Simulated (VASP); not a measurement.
# Si6O11 (a cell with a defect) in VASP: a series of runs

The runs below take Si6O11 (a cell with a defect) through single point, with PBE.

Everything below comes from runs of VASP 6.6.1. Logs are shortened: lines on timing, memory, paths and dates and some standing lists are left out, and cuts for length are marked.

## Step 1: The cell of the first run

The cell holds a defect, 17 atoms: a = 5.021 Å, b = 5.509 Å, c = 8.696 Å, α = 90.00°, β = 90.00°, γ = 90.00°.

## Step 2: Single point, PBE

Contents of INCAR:

```
SYSTEM = Si6O11
PREC = Accurate
ENCUT = 520
EDIFF = 1E-6
ISMEAR = 0
SIGMA = 0.05
LREAL = Auto
LASPH = .TRUE.
NELM = 100
ALGO = Normal
ISIF = 2
LWAVE = .FALSE.
LCHARG = .FALSE.
GGA = PE
NBANDS = 59
NELECT = 88.0
```

Contents of KPOINTS:

```
regular mesh
0
G
  4 4 2
  0 0 0
```

Contents of POSCAR:

```
Si6O11
1.0
   -2.5103274377      4.3480146658      0.0000000000
    0.0000000000      0.0000000000      5.5092660079
    7.5309823132      4.3480146658      0.0000000000
Si O
6 11
Direct
    0.7617495765      0.3333333333      0.2382504235
    0.2617495765      0.3333333333      0.7382504235
    0.9765008470      0.6666666667      0.5000000000
    0.4765008470      0.6666666667      0.0000000000
    0.2617495765      0.0000000000      0.2617495765
    0.7617495765      0.0000000000      0.7617495765
    0.0486521033      0.2055717715      0.2072260374
    0.5486521033      0.2055717715      0.7072260374
    0.7865130045      0.5389051049      0.3720609296
    0.2865130045      0.5389051049      0.8720609296
    0.6648348922      0.8722384382      0.9207130329
    0.2865130045      0.7944282285      0.1279390704
    0.7865130045      0.7944282285      0.6279390704
    0.6648348922      0.4610948951      0.0792869671
    0.1648348922      0.4610948951      0.5792869671
    0.6135956032      0.1466741846      0.2833045128
    0.0486521033      0.1277615618      0.7927739626
```

Potentials or basis: VASP PAW PBE potentials, release 64 (Si, O).

Launch:

```
$ cat potpaw_PBE.64/Si/POTCAR potpaw_PBE.64/O/POTCAR > POTCAR
$ mpirun -np 1 vasp_std > vasp.out
```

OUTCAR:

```text
SYSTEM = Si6O11
   PREC = Accurate
   ENCUT = 520
   EDIFF = 1E-6
   ISMEAR = 0
   LREAL = Auto
   LASPH = .TRUE.
   NELM = 100
   ISIF = 2
   GGA = PE
   NELECT = 88.0

 ion  position               nearest neighbor table
   1  0.762  0.333  0.238-  16 1.33  14 1.63   7 1.63   9 1.63   5 3.12   5 3.12   3 3.12   4 3.12

   2  0.262  0.333  0.738-  15 1.63   8 1.63  17 1.63  10 1.63   6 3.12   6 3.12   4 3.12   3 3.12

   3  0.977  0.667  0.500-  13 1.63   9 1.63  15 1.63   5 3.12   6 3.12   1 3.12   2 3.12
   4  0.477  0.667  0.000-  12 1.63  10 1.63  11 1.63  14 1.63   6 3.12   5 3.12   2 3.12   1 3.12

   5  0.262  0.000  0.262-  12 1.63   7 1.63  16 1.95   3 3.12   4 3.12   1 3.12   1 3.12
   6  0.762  0.000  0.762-  11 1.63  17 1.63  13 1.63   8 1.63   4 3.12   3 3.12   2 3.12   2 3.12

   7  0.049  0.206  0.207-   1 1.63   5 1.63
   8  0.549  0.206  0.707-   2 1.63   6 1.63
   9  0.787  0.539  0.372-   3 1.63   1 1.63
  10  0.287  0.539  0.872-   4 1.63   2 1.63
  11  0.665  0.872  0.921-   6 1.63   4 1.63
  12  0.287  0.794  0.128-   4 1.63   5 1.63
  13  0.787  0.794  0.628-   3 1.63   6 1.63
  14  0.665  0.461  0.079-   1 1.63   4 1.63
  15  0.165  0.461  0.579-   2 1.63   3 1.63
  16  0.614  0.147  0.283-   1 1.33   5 1.95
  17  0.049  0.128  0.793-   6 1.63   2 1.63

  LATTYP: Found a simple orthorhombic cell.
 ALAT       =     5.0206548755
 B/A-ratio  =     1.0973201992
 C/A-ratio  =     1.7320508076

  Lattice vectors:

 A1 = (  -2.5103274377,   4.3480146658,   0.0000000000)
 A2 = (   0.0000000000,   0.0000000000,   5.5092660079)
 A3 = (   7.5309823132,   4.3480146658,   0.0000000000)

Analysis of symmetry for initial positions (statically):
=====================================================================
 Subroutine PRICEL returns:
 Original cell was already a primitive cell.

 Routine SETGRP: Setting up the symmetry group for a
 simple orthorhombic supercell.

 Subroutine GETGRP returns: Found  1 space group operations
 (whereof  1 operations were pure point group operations)
 out of a pool of  8 trial point group operations.

The static configuration has the point symmetry C_1 .

Analysis of symmetry for dynamics (positions and initial velocities):
=====================================================================
 Subroutine PRICEL returns:
 Original cell was already a primitive cell.

 Routine SETGRP: Setting up the symmetry group for a
 simple orthorhombic supercell.

 Subroutine GETGRP returns: Found  1 space group operations
 (whereof  1 operations were pure point group operations)
 out of a pool of  8 trial point group operations.

The dynamic configuration has the point symmetry C_1 .

 Subroutine INISYM returns: Found  1 space group operations
 (whereof  1 operations are pure point group operations),
 and found     1 'primitive' translations

----------------------------------------------------------------------------------------

                                     Primitive cell

  volume of cell :     240.5332

  direct lattice vectors                    reciprocal lattice vectors
    -2.510327438  4.348014666  0.000000000    -0.099588602  0.172492518  0.000000000
     0.000000000  0.000000000  5.509266008     0.000000000  0.000000000  0.181512383
     7.530982313  4.348014666  0.000000000     0.099588602  0.057497506  0.000000000

  length of vectors
     5.020654875  5.509266008  8.696029332     0.199177204  0.181512383  0.114995012

  position of ions in fractional coordinates (direct lattice)
     0.761749577  0.333333333  0.238250423
     0.261749577  0.333333333  0.738250423
     0.976500847  0.666666667  0.500000000
     0.476500847  0.666666667  0.000000000
     0.261749577  0.000000000  0.261749577
     0.761749577  0.000000000  0.761749577
[... 9 lines left out ...]
     0.613595603  0.146674185  0.283304513
     0.048652103  0.127761562  0.792773963

  ion indices of the primitive-cell ions
   primitive index   ion index
                 1           1
                 2           2
                 3           3
                 4           4
                 5           5
                 6           6
[... 9 lines left out ...]
                16          16
                17          17

----------------------------------------------------------------------------------------

 KPOINTS: regular mesh

Automatic generation of k-mesh.
 Grid dimensions read from file:
 generate k-points for:    4    4    2

 Generating k-lattice:

  Cartesian coordinates                     Fractional coordinates (reciprocal lattice)
    -0.024897150  0.043123130  0.000000000     0.250000000  0.000000000  0.000000000
     0.000000000  0.000000000  0.045378096     0.000000000  0.250000000  0.000000000
     0.049794301  0.028748753  0.000000000     0.000000000  0.000000000  0.500000000

  Length of vectors
     0.049794301  0.045378096  0.057497506

  Shift w.r.t. Gamma in fractional coordinates (k-lattice)
     0.000000000  0.000000000  0.000000000

 Subroutine IBZKPT returns following result:
 ===========================================

 Found     20 irreducible k-points:

 Following reciprocal coordinates:
            Coordinates               Weight
  0.000000  0.000000  0.000000      1.000000
  0.250000  0.000000  0.000000      2.000000
  0.500000  0.000000  0.000000      1.000000
  0.000000  0.250000  0.000000      2.000000
  0.250000  0.250000  0.000000      2.000000
  0.250000 -0.250000  0.000000      2.000000
[... 12 lines left out ...]
  0.250000  0.500000  0.500000      2.000000
  0.500000  0.500000  0.500000      1.000000
   k-points           NKPTS =     20   k-points in BZ     NKDIM =     20   number of bands    NBANDS=     59
   number of dos      NEDOS =    301   number of ions     NIONS =     17
   total plane-waves  NPLWV = 117600
   dimension x,y,z NGX =    40 NGY =   42 NGZ =   70
   dimension x,y,z NGXF=    80 NGYF=   84 NGZF=  140
   ions per type =               6  11
   NGX,Y,Z   is equivalent  to a cutoff of  13.24, 12.67, 13.38 a.u.
   NGXF,Y,Z  is equivalent  to a cutoff of  26.49, 25.35, 26.76 a.u.
 SYSTEM =  Si6O11
   PREC   = accura    normal or accurate (medium, high low for compatibility)
   ISTART =      0    job   : 0-new  1-cont  2-samecut
   ICHARG =      2    charge: 1-file 2-atom 10-const
   ISPIN  =      1    spin polarized calculation?
   LNONCOLLINEAR =      F non collinear calculations
   LSORBIT =      F    spin-orbit coupling
   LASPH  =      T    aspherical Exc in radial PAW
   ENCUT  =  520.0 eV  38.22 Ry    6.18 a.u.   9.34 10.24 16.17*2*pi/ulx,y,z
   NELM   =    100;   NELMIN=  2; NELMDL= -5     # of ELM steps
   EDIFF  = 0.1E-05   stopping-criterion for ELM
   LREAL  =      T    real-space projection
   EDIFFG = 0.1E-04   stopping-criterion for IOM
   NSW    =      0    number of steps for IOM
   IBRION =     -1    ionic relax: 0-MD 1-quasi-New 2-CG
   NFREE  =      0    steps in history (QN), initial steepest desc. (CG)
   ISIF   =      2    stress and relaxation
   ISYM   =      2    0-nonsym 1-usesym 2-fastsym
   POTIM  = 0.5000    time-step for ionic-motion
   TEBEG  =    0.0;   TEEND  =   0.0 temperature during run
   PSTRESS=    0.0 pullay stress
   NELECT =      88.0000    total number of electrons
   NUPDOWN=      -1.0000    fix difference up-down
   EMIN   =  10.00;   EMAX   =-10.00  energy-range for DOS
   EFERMI =   0.00;   METHOD = LEGACY
   ISMEAR =     0;   SIGMA  =   0.05  broadening in eV -4-tet -1-fermi 0-gaus
   EFERMI_NEDOS =   21; number of points for ismear=-14 and -15
   IALGO  =     38    algorithm
   IMIX   =      4    mixing-type and parameters
     AMIX     =   0.40;   BMIX     =  1.00
     AMIX_MAG =   1.60;   BMIX_MAG =  1.00
  volume/ion in A,a.u.               =      14.15        95.48
  Fermi-wavevector in a.u.,A,eV,Ry     =   1.170875  2.212634 18.652897  1.370949
  Thomas-Fermi vector in A             =   2.307327
   LORBIT       =      0    0 simple, 1 ext, 2 COOP (PROOUT), +10 PAW based schemes
   GGA     = PE    functional components
   LHFCALC =     F    Hartree Fock is set to
   AEXX    =    0.0000 exact exchange contribution
   IVDW    =     0    specifies the selected vdW correction
   LEPSILON=     F    determine dielectric tensor
   LRPA    =     F    only Hartree local field effects (RPA)
 non-spin polarized calculation
 Gauss-broadening in eV      SIGMA  =   0.05
  energy-cutoff  :      520.00
  volume of cell :      240.53
 maximum number of plane-waves:      6512
 NGX is ok and might be reduce to    40
   NGX = 19   NGY = 21   NGZ = 33

 number of electron      87.9999994 magnetization

 Free energy of the ion-electron system (eV)
  ---------------------------------------------------
  ext. energy  EPLUGINS =         0.00000000
  ---------------------------------------------------
  free energy    TOTEN  =      -129.85131857 eV

  energy without entropy =     -129.83703781  energy(sigma->0) =     -129.84417819

 E-fermi :   0.5137     XC(G=0):  -8.5605

 val. band max:        0.5006597854   @ k =   0.5000   0.0000   0.5000
 cond. band min:       0.5309447499   @ k =   0.5000   0.0000   0.0000
 fundamental gap:      0.0302849645
 Fermi energy:         0.5137213065

 k-point     1 :       0.0000    0.0000    0.0000
  band No.  band energies     occupation
      1     -19.1881      2.00000
      2     -18.5776      2.00000
      3     -18.1924      2.00000
      4     -17.6875      2.00000
      5     -17.6127      2.00000
      6     -17.4963      2.00000
[... 48 lines left out ...]
     55      10.2667      0.00000
     56      10.5460      0.00000

 k-point     2 :       0.2500    0.0000    0.0000
  band No.  band energies     occupation
      1     -19.0903      2.00000
      2     -18.4906      2.00000
      3     -18.2767      2.00000
      4     -17.7897      2.00000
      5     -17.6072      2.00000
      6     -17.5281      2.00000
[... 48 lines left out ...]
     55      10.3432      0.00000
     56      10.6042      0.00000
[... 1001 lines left out ...]
     55      10.2607      0.00000
     56      10.4426      0.00000

 k-point    20 :       0.5000    0.5000    0.5000
  band No.  band energies     occupation
      1     -18.9357      2.00000
      2     -18.3920      2.00000
      3     -18.3036      2.00000
      4     -17.9503      2.00000
      5     -17.6562      2.00000
      6     -17.5580      2.00000
[... 48 lines left out ...]
     55      10.5076      0.00000
     56      10.5760      0.00000
 [bands above 56 left out]

------------------------ aborting loop because EDIFF is reached ----------------------------------------

  FORCE on cell =-STRESS in cart. coord.  units (eV):
  Direction    XX          YY          ZZ          XY          YZ          ZX
  --------------------------------------------------------------------------------------
  -------------------------------------------------------------------------------------
  Total       -7.6818633    -17.3478023     -0.3398204     -4.7856202      5.4350553     -8.0323686
  in kB      -51.1684254   -115.5526578     -2.2635230    -31.8767259     36.2025735    -53.5031193
  external PRESSURE =     -56.3282021 kB  Pullay stress =       0.0000000 kB

 VOLUME and BASIS-vectors are now :
 -----------------------------------------------------------------------------
  energy-cutoff  :      520.00
  volume of cell :      240.53
      direct lattice vectors                 reciprocal lattice vectors
    -2.510327438  4.348014666  0.000000000    -0.099588602  0.172492518  0.000000000
     0.000000000  0.000000000  5.509266008     0.000000000  0.000000000  0.181512383
     7.530982313  4.348014666  0.000000000     0.099588602  0.057497506  0.000000000

 POSITION                                       TOTAL-FORCE (eV/Angst)
 -----------------------------------------------------------------------------------
     -0.11798      4.34801      1.83642       -11.071895      5.609185     15.522612
      4.90267      4.34801      1.83642         0.819873      0.981712     -0.182921
      1.31415      6.41985      3.67284         2.106828     -0.733101     -2.268138
     -1.19617      2.07183      3.67284        -1.322249      0.319757     -0.907065
      1.31415      2.27618      0.00000        -3.439718      1.155480      1.883490
      3.82448      6.62420      0.00000         0.790923      0.389401      0.965571
[... 9 lines left out ...]
      0.59324      3.89973      0.80807        14.139366    -11.203285    -18.409063
      5.84823      3.65853      0.70387        -0.305130     -0.096943      0.038471
 -----------------------------------------------------------------------------------
    total drift:                                0.001287     -0.009659     -0.003168

  FREE ENERGIE OF THE ION-ELECTRON SYSTEM (eV)
  ---------------------------------------------------
  free  energy   TOTEN  =      -129.8513185656 eV

  energy  without entropy=     -129.8370378074  energy(sigma->0) =     -129.84417819
```

Wall time 8.7 min (1 thread of Intel Xeon Platinum 8488C (Sapphire Rapids), shared host); peak memory 0.41 GiB.

What came out:

- Free energy: -129.8513 eV
- Largest force: 25.775 eV/Å

Forces in eV/Å, atoms in the order of the input:
```
Si  -11.072   5.609  15.523
Si    0.820   0.982  -0.183
Si    2.107  -0.733  -2.268
Si   -1.322   0.320  -0.907
Si   -3.440   1.155   1.883
Si    0.791   0.389   0.966
O    -0.990   2.905  -0.955
O    -0.206  -0.176  -0.110
O     0.121   1.233   1.925
O     0.086   0.003   0.208
O     0.119  -0.083  -0.085
O     2.036   0.410   0.978
O    -1.574   0.035  -0.023
O    -0.100   0.061   0.342
O    -1.210  -0.811   1.079
O    14.139 -11.203 -18.409
O    -0.305  -0.097   0.038
```

Levels at points of the mesh, in eV from the Fermi level:
| k point | band 42 | band 43 | band 44 | band 45 | band 46 | band 47 |
| --- | --- | --- | --- | --- | --- | --- |
| (0.00, 0.00, 0.00) | -0.56 | -0.22 | -0.05 | 0.03 | 3.42 | 6.25 |
| (0.50, 0.00, 0.00) | -0.58 | -0.20 | -0.04 | 0.02 | 3.37 | 6.38 |
| (0.00, 0.50, 0.00) | -0.41 | -0.19 | -0.06 | 0.09 | 3.31 | 6.28 |
| (0.50, 0.50, 0.00) | -0.60 | -0.56 | -0.35 | 0.15 | 3.43 | 6.54 |
| (0.00, 0.00, 0.50) | -0.63 | -0.20 | -0.07 | 0.16 | 3.36 | 6.06 |
| (0.50, 0.00, 0.50) | -0.54 | -0.20 | -0.03 | -0.01 | 3.37 | 6.38 |
| (0.00, 0.50, 0.50) | -0.51 | -0.30 | -0.04 | 0.12 | 3.31 | 6.30 |
| (0.50, 0.50, 0.50) | -0.61 | -0.52 | -0.26 | 0.07 | 3.41 | 6.57 |

Caveat: the k points lie up to 0.36 Å⁻¹ apart; the cell carries a net charge on a neutralising background, which shifts energy and pressure; the cell differs from its parent crystal (atoms taken out, atom 16 moved -0.125 of the way to it and +0.125 Å across, host rigid); the cell is charged against a uniform background, so pressure and absolute levels hang on convention.

## Step 3: Single point, PBE

Contents of INCAR:

```
PREC = Accurate ; ENCUT = 520
EDIFF = 1E-7 ; ISMEAR = 0
SIGMA = 0.05 ; LREAL = Auto
LASPH = T ; NELM = 80
ALGO = Normal ; ISIF = 2
LWAVE = F ; LCHARG = T
GGA = PE ; LELF = T
LVHAR = T ; NBANDS = 59
NELECT = 88.0
```

Contents of KPOINTS:

```
regular mesh
0
Gamma
  4 4 2
```

POSCAR: that of step 2 with these lines changed.

```diff
@@ -23,3 +23,3 @@
     0.1648348922      0.4610948951      0.5792869671
-    0.6135956032      0.1466741846      0.2833045128
+    0.4977530576      0.1668448649      0.2732051604
     0.0486521033      0.1277615618      0.7927739626
```

Potentials or basis: VASP PAW PBE potentials, release 64 (Si, O).

Launch:

```
$ cat potpaw_PBE.64/Si/POTCAR potpaw_PBE.64/O/POTCAR > POTCAR
$ mpirun -np 1 vasp_std > vasp.out
```

Wall time 25 min (1 thread of AMD EPYC 7R13, shared host); peak memory 0.39 GiB.

The run converged. Its results:

| Property | Result |
| --- | --- |
| Free energy | -132.8644 eV |
| Largest force | 5.422 eV/Å |

Forces on the atoms (eV/Å):
```
Si  -0.928 -1.231  0.451
Si   0.979  1.171 -0.157
Si   2.276 -0.426 -2.519
Si  -1.025 -0.098 -0.747
Si  -1.767 -3.990 -1.292
Si   0.999  0.462  1.122
O    1.644 -1.028 -0.907
O   -0.286 -0.172 -0.135
O    0.134  0.770  1.128
O    0.003 -0.009  0.157
O    0.077 -0.037 -0.139
O    1.995  0.179  0.419
O   -1.731 -0.064 -0.067
O   -0.072  0.433  0.014
O   -1.263 -0.976  1.150
O   -0.686  5.168  1.490
O   -0.348 -0.152  0.031
```

Levels at points of the mesh, in eV from the Fermi level:
```csv
k point,band 40,band 41,band 42,band 43,band 44,band 45,band 46,band 47,band 48,band 49
"(0.00, 0.00, 0.00)",-0.90,-0.75,-0.59,-0.26,-0.05,-0.03,3.89,6.34,6.51,6.74
"(0.50, 0.00, 0.00)",-1.05,-0.70,-0.59,-0.19,-0.05,0.10,3.75,6.08,6.98,8.34
"(0.00, 0.50, 0.00)",-0.85,-0.66,-0.47,-0.29,-0.05,0.08,3.77,6.33,6.85,7.97
"(0.50, 0.50, 0.00)",-0.94,-0.92,-0.64,-0.53,-0.38,0.21,3.86,6.35,7.01,8.17
"(0.00, 0.00, 0.50)",-0.88,-0.69,-0.64,-0.25,-0.06,0.10,3.78,6.32,6.47,7.34
"(0.50, 0.00, 0.50)",-1.01,-0.71,-0.57,-0.20,-0.07,0.07,3.78,6.10,7.02,8.11
"(0.00, 0.50, 0.50)",-0.87,-0.65,-0.54,-0.31,-0.05,0.13,3.75,6.37,6.84,7.90
"(0.50, 0.50, 0.50)",-0.93,-0.81,-0.59,-0.55,-0.31,0.14,3.85,6.38,7.07,8.27
```

Caveat: the k points lie up to 0.36 Å⁻¹ apart; the cell carries a net charge on a neutralising background, which shifts energy and pressure; the cell differs from its parent crystal (atoms taken out, atom 16 moved 0.000 of the way to it and -0.375 Å across, host rigid); the cell is charged against a uniform background, so pressure and absolute levels hang on convention.

(Continued in part 2 of 3.)
